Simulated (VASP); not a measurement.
Crystal: Ni.

```
Ni
1.0
     0.00000    1.75914    1.75914
     1.75914    0.00000    1.75914
     1.75914    1.75914    0.00000
Ni
1
Direct
  0.00000 0.00000 0.00000
```

Base run:

* Program: VASP 6.6.1
* Functional: PBE
* Potentials or basis: VASP PAW PBE potentials, release 64 (Ni)
* Cutoff: 520 eV
* k mesh: 24 × 24 × 24
* Occupations: gaussian, width 0.15 eV
* Spin: collinear spin, ferromagnetic start
* Starting moments: [0.25] μB
* Fixed moment: 0.25 μB

Its results: pressure -0.7 GPa; site moments Ni +0.26 μB.

**Question.** The run is repeated on the same cell with these changes: fixed moment from 0.25 μB to 0.75 μB; moments at the start from [0.25] to [0.75]. What comes out?

**Answer.** Pressure 0.8 GPa; site moments Ni +0.76 μB.

Caveats: the total moment is fixed, so each spin has its own Fermi level.
